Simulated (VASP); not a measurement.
# B5N (P-6m2) in VASP: a series of runs

The runs below take B5N through single point, relaxation of cell and atoms, with PBE.

Everything below comes from runs of VASP 6.6.1. Logs are shortened: lines on timing, memory, paths and dates and some standing lists are left out, and cuts for length are marked.

## 1. The cell of the first run

It takes space group P-6m2 (No. 187, hexagonal). The conventional cell has a = 2.215 Å, b = 2.215 Å, c = 10.768 Å, α = 90.00°, β = 90.00°, γ = 120.00°. B (site symmetry 3m) has 3 N at 2.19 Å and 9 B at 2.21 to 2.22 Å within 2.9 Å. Within 2.9 Å of B (site symmetry 3m) lie 12 B at 2.21 to 2.22 Å. B (site symmetry -6m2) has 12 B at 2.21 to 2.22 Å within 2.9 Å. N (site symmetry -6m2) has 6 B at 2.19 Å and 6 N at 2.22 Å within 2.9 Å.

## 2. Single point, PBE, collinear spin, ferromagnetic start

Contents of INCAR:

```
SYSTEM = B5N
PREC = Accurate
ENCUT = 520
EDIFF = 1E-6
ISMEAR = 0
SIGMA = 0.1
LREAL = .False.
LASPH = .True.
NELM = 150
ALGO = Normal
ISIF = 2
LWAVE = .False.
LCHARG = .True.
ISPIN = 2
MAGMOM = 0 0 0 0 0 1
LORBIT = 11
GGA = PE
LELF = .True.
LVHAR = .True.
NBANDS = 23
```

Contents of KPOINTS:

```
Automatic mesh
0
Gamma
  12 12 2
  0 0 0
```

Contents of POSCAR:

```
B5N
1.0
    2.2153954400      0.0000000000      0.0000000000
   -1.1076977200      1.9185887300      0.0000000000
    0.0000000000      0.0000000000     10.7684629500
B N
5 1
Direct
    0.6666666700      0.3333333300      0.8353336500
    0.0000000000      0.0000000000      0.6676422400
    0.6666666700      0.3333333300      0.5000000000
    0.0000000000      0.0000000000      0.3323577600
    0.6666666700      0.3333333300      0.1646663500
    0.0000000000      0.0000000000      0.0000000000
```

Potentials or basis: VASP PAW PBE potentials, release 64 (B, N).

The run is started by

```bash
cat potpaw_PBE.64/B/POTCAR potpaw_PBE.64/N/POTCAR > POTCAR
mpirun -np 1 vasp_std > vasp.out
```

OUTCAR:

```text
SYSTEM = B5N
   PREC = Accurate
   ENCUT = 520
   EDIFF = 1E-6
   ISMEAR = 0
   LREAL = .False.
   LASPH = .True.
   NELM = 150
   ISIF = 2
   ISPIN = 2
   LORBIT = 11
   GGA = PE

 ion  position               nearest neighbor table
   1  0.667  0.333  0.835-
   2  0.000  0.000  0.668-
   3  0.667  0.333  0.500-
   4  0.000  0.000  0.332-
   5  0.667  0.333  0.165-
   6  0.000  0.000  0.000-

  LATTYP: Found a hexagonal cell.
 ALAT       =     2.2153954400
 C/A-ratio  =     4.8607407759

  Lattice vectors:

 A1 = (   2.2153954400,   0.0000000000,   0.0000000000)
 A2 = (  -1.1076977200,   1.9185887300,   0.0000000000)
 A3 = (   0.0000000000,   0.0000000000,  10.7684629500)

Analysis of symmetry for initial positions (statically):
=====================================================================
 Subroutine PRICEL returns:
 Original cell was already a primitive cell.

 Routine SETGRP: Setting up the symmetry group for a
 hexagonal supercell.

 Subroutine GETGRP returns: Found 12 space group operations
 (whereof 12 operations were pure point group operations)
 out of a pool of 24 trial point group operations.

The static configuration has the point symmetry D_3h.

Analysis of symmetry for dynamics (positions and initial velocities):
=====================================================================
 Subroutine PRICEL returns:
 Original cell was already a primitive cell.

 Routine SETGRP: Setting up the symmetry group for a
 hexagonal supercell.

 Subroutine GETGRP returns: Found 12 space group operations
 (whereof 12 operations were pure point group operations)
 out of a pool of 24 trial point group operations.

The dynamic configuration has the point symmetry D_3h.

Analysis of structural, dynamic, and magnetic symmetry:
=====================================================================
 Subroutine PRICEL returns:
 Original cell was already a primitive cell.

 Routine SETGRP: Setting up the symmetry group for a
 hexagonal supercell.

 Subroutine GETGRP returns: Found 12 space group operations
 (whereof 12 operations were pure point group operations)
 out of a pool of 24 trial point group operations.

The overall configuration has the point symmetry D_3h.

 Subroutine INISYM returns: Found 12 space group operations
 (whereof 12 operations are pure point group operations),
 and found     1 'primitive' translations

----------------------------------------------------------------------------------------

                                     Primitive cell

  volume of cell :      45.7706

  direct lattice vectors                    reciprocal lattice vectors
     2.215395440  0.000000000  0.000000000     0.451386683  0.260608223  0.000000000
    -1.107697720  1.918588730  0.000000000     0.000000000  0.521216446  0.000000000
     0.000000000  0.000000000 10.768462950     0.000000000  0.000000000  0.092863764

  length of vectors
     2.215395440  2.215395440 10.768462950     0.521216446  0.521216446  0.092863764

  position of ions in fractional coordinates (direct lattice)
     0.666666670  0.333333330  0.835333650
     0.000000000  0.000000000  0.667642240
     0.666666670  0.333333330  0.500000000
     0.000000000  0.000000000  0.332357760
     0.666666670  0.333333330  0.164666350
     0.000000000  0.000000000  0.000000000

  ion indices of the primitive-cell ions
   primitive index   ion index
                 1           1
                 2           2
                 3           3
                 4           4
                 5           5
                 6           6

----------------------------------------------------------------------------------------

 KPOINTS: Automatic mesh

Automatic generation of k-mesh.
 Grid dimensions read from file:
 generate k-points for:   12   12    2

 Generating k-lattice:

  Cartesian coordinates                     Fractional coordinates (reciprocal lattice)
     0.037615557  0.021717352  0.000000000     0.083333333  0.000000000  0.000000000
     0.000000000  0.043434704  0.000000000     0.000000000  0.083333333  0.000000000
     0.000000000  0.000000000  0.046431882     0.000000000  0.000000000  0.500000000

  Length of vectors
     0.043434704  0.043434704  0.046431882

  Shift w.r.t. Gamma in fractional coordinates (k-lattice)
     0.000000000  0.000000000  0.000000000

 Subroutine IBZKPT returns following result:
 ===========================================

 Found     38 irreducible k-points:

 Following reciprocal coordinates:
            Coordinates               Weight
  0.000000  0.000000  0.000000      1.000000
  0.083333  0.000000  0.000000      6.000000
  0.166667  0.000000  0.000000      6.000000
  0.250000  0.000000  0.000000      6.000000
  0.333333  0.000000  0.000000      6.000000
  0.416667  0.000000  0.000000      6.000000
[... 16 lines left out ...]
  0.250000  0.000000  0.500000      6.000000
  0.333333  0.000000  0.500000      6.000000
 [... further k-points ...]
   k-points           NKPTS =     38   k-points in BZ     NKDIM =     38   number of bands    NBANDS=     23
   number of dos      NEDOS =    301   number of ions     NIONS =      6
   total plane-waves  NPLWV =  20480
   dimension x,y,z NGX =    16 NGY =   16 NGZ =   80
   dimension x,y,z NGXF=    32 NGYF=   32 NGZF=  160
   ions per type =               5   1
   NGX,Y,Z   is equivalent  to a cutoff of  12.01, 12.01, 12.35 a.u.
   NGXF,Y,Z  is equivalent  to a cutoff of  24.01, 24.01, 24.70 a.u.
 SYSTEM =  B5N
   PREC   = accura    normal or accurate (medium, high low for compatibility)
   ISTART =      0    job   : 0-new  1-cont  2-samecut
   ICHARG =      2    charge: 1-file 2-atom 10-const
   ISPIN  =      2    spin polarized calculation?
   LNONCOLLINEAR =      F non collinear calculations
   LSORBIT =      F    spin-orbit coupling
   LASPH  =      T    aspherical Exc in radial PAW
   ENCUT  =  520.0 eV  38.22 Ry    6.18 a.u.   4.12  4.12 20.02*2*pi/ulx,y,z
   NELM   =    150;   NELMIN=  2; NELMDL= -5     # of ELM steps
   EDIFF  = 0.1E-05   stopping-criterion for ELM
   LREAL  =      F    real-space projection
   EDIFFG = 0.1E-04   stopping-criterion for IOM
   NSW    =      0    number of steps for IOM
   IBRION =     -1    ionic relax: 0-MD 1-quasi-New 2-CG
   NFREE  =      0    steps in history (QN), initial steepest desc. (CG)
   ISIF   =      2    stress and relaxation
   ISYM   =      2    0-nonsym 1-usesym 2-fastsym
   POTIM  = 0.5000    time-step for ionic-motion
   TEBEG  =    0.0;   TEEND  =   0.0 temperature during run
   PSTRESS=    0.0 pullay stress
   NELECT =      20.0000    total number of electrons
   NUPDOWN=      -1.0000    fix difference up-down
   EMIN   =  10.00;   EMAX   =-10.00  energy-range for DOS
   EFERMI =   0.00;   METHOD = LEGACY
   ISMEAR =     0;   SIGMA  =   0.10  broadening in eV -4-tet -1-fermi 0-gaus
   EFERMI_NEDOS =   21; number of points for ismear=-14 and -15
   IALGO  =     38    algorithm
   IMIX   =      4    mixing-type and parameters
     AMIX     =   0.40;   BMIX     =  1.00
     AMIX_MAG =   1.60;   BMIX_MAG =  1.00
  volume/ion in A,a.u.               =       7.63        51.48
  Fermi-wavevector in a.u.,A,eV,Ry     =   1.242289  2.347585 20.997616  1.543281
  Thomas-Fermi vector in A             =   2.376650
   LORBIT       =     11    0 simple, 1 ext, 2 COOP (PROOUT), +10 PAW based schemes
   GGA     = PE    functional components
   LHFCALC =     F    Hartree Fock is set to
   AEXX    =    0.0000 exact exchange contribution
   IVDW    =     0    specifies the selected vdW correction
   LEPSILON=     F    determine dielectric tensor
   LRPA    =     F    only Hartree local field effects (RPA)
 spin polarized calculation
 Gauss-broadening in eV      SIGMA  =   0.10
  energy-cutoff  :      520.00
  volume of cell :       45.77
 maximum number of plane-waves:      1254
   NGX =  9   NGY =  9   NGZ = 41

 number of electron      19.9999999 magnetization       0.0015006

 Free energy of the ion-electron system (eV)
  ---------------------------------------------------
  ext. energy  EPLUGINS =         0.00000000
  ---------------------------------------------------
  free energy    TOTEN  =       -28.88294496 eV

  energy without entropy =      -28.87263768  energy(sigma->0) =      -28.87779132

 E-fermi :   7.1530     XC(G=0): -12.0667

 val. band max:        7.1143421476   @ k =   0.3333   0.1667   0.0000
 cond. band min:       7.1834200285   @ k =   0.0833   0.0000   0.0000
 fundamental gap:      0.0690778809
 Fermi energy:         7.1529574447

 spin component 1

 k-point     1 :       0.0000    0.0000    0.0000
  band No.  band energies     occupation
      1     -11.7683      1.00000
      2      -8.5092      1.00000
      3      -7.7703      1.00000
      4      -5.4733      1.00000
      5      -4.6605      1.00000
      6      -0.6897      1.00000
[... 574 lines left out ...]
      6       0.9085      1.00000
[... 14 lines left out ...]
     21      15.8118      0.00000
     22      16.0463      0.00000

 [... further k-points ...]

 spin component 2

 k-point     1 :       0.0000    0.0000    0.0000
  band No.  band energies     occupation
      1     -11.7681      1.00000
      2      -8.5086      1.00000
      3      -7.7698      1.00000
      4      -5.4728      1.00000
      5      -4.6600      1.00000
      6      -0.6893      1.00000
[... 574 lines left out ...]
      6       0.9090      1.00000
[... 14 lines left out ...]
     21      15.8122      0.00000
     22      16.0468      0.00000

 [... further k-points ...]

 [bands above 22 left out]

------------------------ aborting loop because EDIFF is reached ----------------------------------------

  FORCE on cell =-STRESS in cart. coord.  units (eV):
  Direction    XX          YY          ZZ          XY          YZ          ZX
  --------------------------------------------------------------------------------------
  -------------------------------------------------------------------------------------
  Total       -9.3990256     -9.3990256     -8.4022036     -0.0000000      0.0000000      0.0000000
  in kB     -329.0080705   -329.0080704   -294.1148264     -0.0000000      0.0000000      0.0000000
  external PRESSURE =    -317.3769891 kB  Pullay stress =       0.0000000 kB

 VOLUME and BASIS-vectors are now :
 -----------------------------------------------------------------------------
  energy-cutoff  :      520.00
  volume of cell :       45.77
      direct lattice vectors                 reciprocal lattice vectors
     2.215395440  0.000000000  0.000000000     0.451386683  0.260608223  0.000000000
    -1.107697720  1.918588730  0.000000000     0.000000000  0.521216446  0.000000000
     0.000000000  0.000000000 10.768462950     0.000000000  0.000000000  0.092863764

 POSITION                                       TOTAL-FORCE (eV/Angst)
 -----------------------------------------------------------------------------------
      1.10770      0.63953      8.99526        -0.000000     -0.000000     -0.385223
      0.00000      0.00000      7.18948         0.000000     -0.000000      0.060161
      1.10770      0.63953      5.38423         0.000000      0.000000      0.000000
      0.00000      0.00000      3.57898         0.000000     -0.000000     -0.060161
      1.10770      0.63953      1.77320        -0.000000     -0.000000      0.385223
      0.00000      0.00000      0.00000         0.000000     -0.000000      0.000000
 -----------------------------------------------------------------------------------
    total drift:                               -0.000002      0.000001     -0.000000

  FREE ENERGIE OF THE ION-ELECTRON SYSTEM (eV)
  ---------------------------------------------------
  free  energy   TOTEN  =       -28.8829449591 eV

  energy  without entropy=      -28.8726376846  energy(sigma->0) =      -28.87779132

 total charge

# of ion       s       p       d       tot
------------------------------------------
    1        0.658   0.821   0.000   1.478
    2        0.663   0.875   0.000   1.538
    3        0.666   0.869   0.000   1.535
    4        0.663   0.875   0.000   1.538
    5        0.658   0.821   0.000   1.478
    6        1.407   1.987   0.000   3.394
--------------------------------------------------
tot          4.714   6.247   0.000  10.961

 magnetization (x)

# of ion       s       p       d       tot
------------------------------------------
    1        0.000   0.000   0.000   0.000
    2        0.000   0.000   0.000   0.000
    3        0.000   0.000   0.000   0.000
    4        0.000   0.000   0.000   0.000
    5        0.000   0.000   0.000   0.000
    6       -0.000   0.000   0.000  -0.000
--------------------------------------------------
tot          0.000   0.000   0.000   0.000
```

Run time: 96 s. Hardware: 1 thread of AMD EPYC 7R43 (Zen 3), shared host; peak memory 0.16 GiB.

What came out:

- Free energy: -28.8829 eV
- Pressure: -31.7 GPa
- Largest force: 0.385 eV/Å
- Band gap on the k mesh: zero (filled and empty bands overlap)
- Net moment: 0.00 μB per cell
- Valence electrons inside the program's atomic spheres: B 1.48, 1.54, 1.53; N 3.39

Forces on the atoms (eV/Å):
```
B    0.000  0.000 -0.385
B    0.000  0.000  0.060
B    0.000  0.000  0.000
B    0.000  0.000 -0.060
B    0.000  0.000  0.385
N    0.000  0.000  0.000
```

## 3. Relaxation of cell and atoms, PBE

This run uses another cell than the first one, of 8.13 Å³/atom, 1.065 times its volume.

Contents of INCAR:

```
SYSTEM = B5N
PREC = Accurate
ENCUT = 600
EDIFF = 1E-6
ISMEAR = 0
SIGMA = 0.1
LREAL = .False.
LASPH = .True.
NELM = 100
ALGO = Normal
ISIF = 3
LWAVE = .False.
LCHARG = .False.
GGA = PE
IBRION = 2
NSW = 100
EDIFFG = -0.01
```

Contents of KPOINTS:

```
Automatic mesh
0
Gamma
  24 24 4
  0 0 0
```

Contents of POSCAR:

```
B5N
1.0
    1.8431561491      0.0000000000      0.0000000000
   -0.9215780746      1.5962200483      0.0000000000
    0.0000000000      0.0000000000     16.5759214958
B N
5 1
Direct
    0.6666666667      0.3333333333      0.8077368500
    0.0000000000      0.0000000000      0.6992290173
    0.6666666667      0.3333333333      0.5000000000
    0.0000000000      0.0000000000      0.3007709827
    0.6666666667      0.3333333333      0.1922631500
    0.0000000000      0.0000000000      0.0000000000
```

Potentials or basis: VASP PAW PBE potentials, release 64 (B, N).

The run is started by

```bash
cat potpaw_PBE.64/B/POTCAR potpaw_PBE.64/N/POTCAR > POTCAR
mpirun -np 1 vasp_std > vasp.out
```

Wall time 50 min (1 thread of AMD EPYC 7R43 (Zen 3), shared host); peak memory 0.24 GiB.

Results (log left out):

| Property | Result |
| --- | --- |
| Free energy | -32.2241 eV |
| Relaxed volume | 8.26 Å³/atom |
| Relaxed cell | a = 1.842 Å, b = 1.842 Å, c = 16.875 Å, α = 90.00°, β = 90.00°, γ = 120.00° |
| Space group after relaxing (to 0.05 Å) | P-6m2 (No. 187) |
| Energy gained by relaxing | 1.2 meV/atom |
| Ionic steps | 23 |
| Pressure after relaxing | -0.1 GPa |
| Band gap on the k mesh | zero (band 10 reaches 6.70 eV, above the bottom of band 11 at 3.22 eV) |

Forces in eV/Å, atoms in the order of the input:
```
B    0.000  0.000 -0.002
B    0.000  0.000 -0.002
B    0.000  0.000  0.000
B    0.000  0.000  0.002
B    0.000  0.000  0.002
N    0.000  0.000  0.000
```

Stress tensor (GPa, compression positive):
```
-0.02  0.00  0.00
 0.00 -0.02  0.00
 0.00  0.00 -0.14
```

Step by step:
```csv
step,energy change (eV),largest force (eV/Å),pressure (GPa),volume (Å³)
1,0.0000,0.0357,-0.19,48.77
2,-0.0002,0.0227,0.24,48.70
3,-0.0002,0.0217,0.19,48.71
4,-0.0004,0.0312,0.06,48.76
5,-0.0005,0.0523,-0.18,48.85
6,-0.0005,0.0515,-0.18,48.85
7,-0.0008,0.0501,-0.17,48.88
8,-0.0012,0.0463,-0.15,48.93
9,-0.0020,0.0388,-0.11,49.02
10,-0.0033,0.0238,-0.03,49.21
11,-0.0047,0.0302,0.16,49.58
12,-0.0048,0.0404,0.25,49.74
13,-0.0050,0.0191,-0.49,49.97
14,-0.0050,0.0261,-0.25,49.89
15,-0.0053,0.0123,-0.24,49.89
16,-0.0055,0.0394,-0.23,49.89
17,-0.0056,0.0379,-0.20,49.88
18,-0.0059,0.0345,-0.14,49.84
19,-0.0064,0.0279,-0.03,49.76
20,-0.0070,0.0134,0.22,49.60
21,-0.0070,0.0083,0.35,49.52
22,-0.0072,0.0069,-0.30,49.60
23,-0.0073,0.0024,-0.06,49.57
```

Final structure:
```cif
data_structure
_symmetry_space_group_name_H-M 'P 1'
_symmetry_Int_Tables_number 1
_cell_length_a 1.8417
_cell_length_b 1.8417
_cell_length_c 16.8751
_cell_angle_alpha 90.000
_cell_angle_beta 90.000
_cell_angle_gamma 120.000
_cell_volume 49.57
loop_
_atom_site_label
_atom_site_type_symbol
_atom_site_fract_x
_atom_site_fract_y
_atom_site_fract_z
_atom_site_occupancy
B1 B 0.66667 0.33333 0.81887 1
B2 B 0.00000 0.00000 0.71211 1
B3 B 0.66667 0.33333 0.50000 1
B4 B 0.00000 0.00000 0.28789 1
B5 B 0.66667 0.33333 0.18113 1
N1 N 0.00000 0.00000 0.00000 1
```

Levels at points of the mesh, in eV from the Fermi level:
```
           k point  band 6  band 7  band 8  band 9  band 10  band 11  band 12  band 13  band 14
(0.00, 0.00, 0.00)  -13.30   -8.53   -8.01   -6.55    -5.85     0.38     1.28     5.43     8.33
(0.50, 0.00, 0.00)   -7.66   -7.36   -1.26   -1.25     0.15     0.21     1.24     1.28     3.82
(0.00, 0.00, 0.50)  -13.32   -8.43   -8.17   -6.31    -6.04     0.76     0.83     5.78     7.79
(0.50, 0.00, 0.50)   -7.66   -7.36   -1.26   -1.25     0.14     0.21     1.22     1.30     3.80
```

Caveat: this functional lacks dispersion, which binds the layers, so the pressure and a relaxed spacing across them are unreliable.
